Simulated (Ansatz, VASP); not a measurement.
**PbS: VASP beside Ansatz**

File POSCAR:

```
PbS
1.0
    0.0000000000      2.9657500000      2.9657500000
    2.9657500000      0.0000000000      2.9657500000
    2.9657500000      2.9657500000      0.0000000000
Pb S
1 1
Direct
    0.0000000000      0.0000000000      0.0000000000
    0.5000000000      0.5000000000      0.5000000000
```

The input INCAR.step1:

```
ALGO     = Normal         # electronic algorithm
EDIFF    = 1E-4           # SCF threshold, eV
ENCUT    = 520            # plane-wave cutoff, eV
GGA      = PE             # functional
ISMEAR   = -1             # smearing method
LASPH    = True           # aspherical terms in the spheres
LCHARG   = False          # write CHGCAR
LREAL    = False          # projectors in reciprocal space
LWAVE    = True           # write WAVECAR
NBANDS   = 17             # bands
NELM     = 60             # most SCF steps
PREC     = Accurate       # precision mode
SIGMA    = 0.02           # smearing width, eV
```

Contents of INCAR.step2:

```
ALGO     = Normal         # electronic algorithm
EDIFF    = 1E-8           # SCF threshold, eV
ENCUT    = 520            # plane-wave cutoff, eV
ISIF     = 2              # what is computed and relaxed
ISMEAR   = -1             # smearing method
ISTART   = 1            
LASPH    = True           # aspherical terms in the spheres
LCHARG   = False          # write CHGCAR
LEFG     = True         
LMIXTAU  = True         
LREAL    = False          # projectors in reciprocal space
LWAVE    = False          # write WAVECAR
METAGGA  = R2SCAN         # meta-GGA
NBANDS   = 17             # bands
NELM     = 60             # most SCF steps
PREC     = Accurate       # precision mode
SIGMA    = 0.02           # smearing width, eV
```

File KPOINTS:

```
k-points
0
Gamma
  8 8 8
```

Input for Ansatz:

```yaml
crystal:
  lattice:
    - [0.0, 2.96575, 2.96575]
    - [2.96575, 0.0, 2.96575]
    - [2.96575, 2.96575, 0.0]
  atoms:
    - { symbol: Pb, position: [0.0, 0.0, 0.0] }
    - { symbol: S, position: [0.5, 0.5, 0.5] }
kpoints:
  mp_grid: { grid: [8, 8, 8] }
scf:
  occupations: { method: fermi_dirac, width: 0.02 }
hamiltonian:
  xc: r2scan
  pseudopotentials: { kind: paw }
output:
  forces: true
  stress: true
  populations: true
  efg: { quadrupole_moments_barn: { S: -0.0694 }, contact_densities: true }
```

Alike in both runs: task electric field gradients; functional r2SCAN; k mesh 8 × 8 × 8; occupations fermi-dirac, width 0.02 eV; no spin polarisation.

|  | VASP | Ansatz |
| --- | --- | --- |
| version | VASP 6.6.1 | Ansatz 0.2.0 |
| potentials or method | VASP PAW PBE potentials, release 64 (Pb_d, S) | plane-wave PAW, scalar-relativistic |
| plane-wave cutoff (eV) | 520 | 500 |
| valence electrons in the cell | 20 | 20 |

|  | VASP | Ansatz | Ansatz less VASP |
| --- | --- | --- | --- |
| pressure (GPa) | 1.3 | 1.3 | +0.02 |

VASP's potentials were made for PBE, not for r2SCAN. The functional is the same, so the differences come from potentials, cutoffs and numerics.

Spin-orbit coupling is off throughout.
